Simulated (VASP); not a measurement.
Here is a VASP 6.6.1 calculation.

The input INCAR:

```
SYSTEM = ScSb2N3
PREC = Accurate
ENCUT = 600
EDIFF = 1E-6
ISMEAR = 0
SIGMA = 0.1
LREAL = .False.
LASPH = .True.
NELM = 60
ALGO = Normal
ISIF = 3
LWAVE = .False.
LCHARG = .False.
GGA = PE
IBRION = 2
NSW = 90
EDIFFG = -0.04
```

Contents of KPOINTS:

```
regular mesh
0
Gamma
  3 3 6
  0 0 0
```

File POSCAR:

```
ScSb2N3
1.0
    5.7807339800      0.0000000000      0.0000000000
   -2.8903669900      5.0062624800      0.0000000000
    0.0000000000      0.0000000000      3.6973500900
Sc Sb N
1 2 3
Direct
    0.0000000000      0.0000000000      0.0000000000
    0.3333333300      0.6666666700      0.0000000000
    0.6666666700      0.3333333300      0.0000000000
    0.0000000000      0.5000000000      0.5000000000
    0.5000000000      0.5000000000      0.5000000000
    0.5000000000      0.0000000000      0.5000000000
```

Potentials or basis: VASP PAW PBE potentials, release 64 (Sc_sv, Sb, N).

Command:

```console
$ cat potpaw_PBE.64/Sc_sv/POTCAR potpaw_PBE.64/Sb/POTCAR potpaw_PBE.64/N/POTCAR > POTCAR
$ mpirun -np 1 vasp_std > vasp.out
```

Q: What does it give for the relaxed cell?

A: a = 5.853 Å, b = 5.853 Å, c = 3.086 Å, α = 90.00°, β = 90.00°, γ = 120.00°.

Q: Predict the space group after relaxing (to 0.1 Å).

A: P6/mmm (No. 191).

Stress tensor (GPa, compression positive):
```
 0.15  0.00  0.00
 0.00  0.15  0.00
 0.00  0.00 -0.12
```

Caveat: the k points lie up to 0.41 Å⁻¹ apart in the final cell, too coarse for converged energies and pressures of a metal; a cell axis changed by over 15 % at a fixed basis, so the end point is rough.
